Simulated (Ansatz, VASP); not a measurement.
# Two plane-wave programs on Mn2ZnAs2

```
Mn As Zn
1.0
     4.15525    0.00000    0.00000
    -2.07762    3.59855    0.00000
     0.00000    0.00000    6.66219
Mn As Zn
2 2 1
Direct
  0.33330 0.66670 0.36944
  0.66670 0.33330 0.63056
  0.33330 0.66670 0.76793
  0.66670 0.33330 0.23207
  0.00000 0.00000 0.00000
```

Alike in both runs: task single point; functional PBE; k mesh 9 × 9 × 5; occupations gaussian, width 0.059 eV; no spin polarisation.

|  | VASP | Ansatz |
| --- | --- | --- |
| version | VASP 6.6.1 | Ansatz 0.2.0 |
| potentials or method | VASP PAW PBE potentials, release 64 (Mn_pv, As, Zn), cutoff 520 eV | PAW plane waves |
| valence electrons in the cell | 48 | 72 |

|  | VASP | Ansatz | Ansatz less VASP |
| --- | --- | --- | --- |
| pressure (GPa) | -17.3 | -17.5 | -0.16 |
| traceless stress, the component that is largest in VASP (GPa) | -1.82 | -1.82 | -0.003 |
| rms of the force components (eV/Å) | 0.798 | 0.803 | +0.0051 |

Atom by atom the forces differ by 0.005 eV/Å (rms over components). VASP's potentials hold 48 valence electrons a cell and Ansatz's 72, so a difference there can come from the potentials and not from the codes. Ansatz's warnings: structure snapped to symmetry.
